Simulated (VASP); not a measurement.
Crystal: Ag.

```
CELL_PARAMETERS angstrom
0.00000 2.04275 2.04275
2.04275 0.00000 2.04275
2.04275 2.04275 0.00000
ATOMIC_POSITIONS crystal
Ag 0.00000 0.00000 0.00000
```

| Quantity | Value |
| --- | --- |
| Program | VASP 6.6.1 |
| Task | relaxation of cell and atoms |
| Functional | LDA |
| Potentials or basis | VASP PAW LDA potentials, release 64 (Ag) |
| Cutoff | 600 eV |
| k mesh | 18 × 18 × 18 |
| Occupations | gaussian, width 0.05 eV |
| Spin | no spin polarisation |

At the start: pressure -7.1 GPa; volume 17.05 Å³/atom.

Where does the relaxation end?

Over 3 steps the energy falls by 24.0 meV/atom and the volume is 16.05 Å³/atom (-5.9 %); space group Fm-3m (No. 225, to 0.1 Å) before and after.

Step by step:
| step | energy change (eV) | largest force (eV/Å) | pressure (GPa) | volume (Å³) |
| --- | --- | --- | --- | --- |
| 1 | 0.0000 | 0.0000 | -7.15 | 17.05 |
| 2 | -0.0046 | 0.0000 | 8.24 | 15.24 |
| 3 | -0.0240 | 0.0000 | -0.06 | 16.05 |

Final structure:
```
Ag
1.0
     0.00000    2.00199    2.00199
     2.00199    0.00000    2.00199
     2.00199    2.00199    0.00000
Ag
1
Direct
  0.00000 0.00000 0.00000
```
